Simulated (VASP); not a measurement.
BeC3, 4 atoms in the cell. The structure is cubic, space group Pm-3m (No. 221). Conventional cell: a = 2.991 Å, b = 2.991 Å, c = 2.991 Å, α = 90.00°, β = 90.00°, γ = 90.00°. Within 2.8 Å of Be (site symmetry m-3m) lie 12 C at 2.12 Å. C (site symmetry 4/mmm) has 4 Be at 2.12 Å and 8 C at 2.12 Å within 2.8 Å. 

- Program: VASP 6.6.1
- Task: single point
- Functional: PBE
- Potentials or basis: VASP PAW PBE potentials, release 64 (Be, C)
- Cutoff: 520 eV
- k mesh: 6 × 6 × 6
- Occupations: gaussian, width 0.1 eV
- Spin: no spin polarisation
- Dipole correction: no
- Further INCAR settings: ALGO = Normal; EDIFF = 1e-06; NBANDS = 15

Potentials or basis: VASP PAW PBE potentials, release 64 (Be, C).

Launch:

```sh
$ cat potpaw_PBE.64/Be/POTCAR potpaw_PBE.64/C/POTCAR > POTCAR
$ mpirun -np 1 vasp_std > vasp.out
```

Hardware: 1 thread of Intel(R) Xeon(R) 6975P-C (Granite Rapids) (shared host).

**Question.** How long does it take, and how much memory?

**Answer.** Run time: 2.9 s on 1 thread of Intel(R) Xeon(R) 6975P-C (Granite Rapids), on a shared host, peak memory 0.13 GiB. Counts: scf iterations 10, k points 20.
